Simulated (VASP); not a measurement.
Runs of VASP 6.6.1 on CaSe. The structure is that of space group Fm-3m (No. 225), or close to it. The cells are those of the table. 

| task | cell | cutoff (eV) | smearing | gap on the mesh (eV) | pressure (GPa) |
| --- | --- | --- | --- | --- | --- |
| single point | a = 4.213 Å, angles 60.0°, 2 atoms | 520 | gaussian 0.02 eV | 2.07 | (a) |
| single point | a = 4.126 Å, angles 60.0°, 2 atoms | 520 | gaussian 0.02 eV | 1.92 | 3.6 |
| single point | a = 4.255 Å, angles 60.0°, 2 atoms | 520 | gaussian 0.02 eV | 2.14 | (b) |
| single point | a = 4.349 Å, angles 60.0°, 2 atoms | 520 | gaussian 0.02 eV | (d) | -3.7 |
| single point | a = 4.213 Å, angles 60.0°, 2 atoms | 520 | fermi-dirac 0.05 eV | 2.07 | 0.2 |
| single point | a = 4.039 Å, angles 60.0°, 2 atoms | 520 | gaussian 0.02 eV | 1.73 | 8.1 |
| single point | a = 4.083 Å, angles 60.0°, 2 atoms | 520 | gaussian 0.02 eV | (c) | 5.7 |
| relaxation of cell and atoms | relaxed to 25 GPa from a = 4.213 Å, angles 60.0°, 2 atoms | 600 | gaussian 0.01 eV | 1.13 | 25.0 |

Alike in all rows: level PBE; potentials or basis VASP PAW PBE potentials, release 64 (Ca_sv, Se); no spin polarisation; k mesh 8 × 8 × 8.

**Question.** Estimate the missing entries.

**Answer.** (a) 0.1; (b) -1.2; (c) 1.83; (d) 2.26.

Caveats: the cell is relaxed towards a set pressure, so the enthalpy falls and the energy may rise (some runs).

A k mesh can miss the band edges, and the runs leave out spin-orbit coupling on Se.
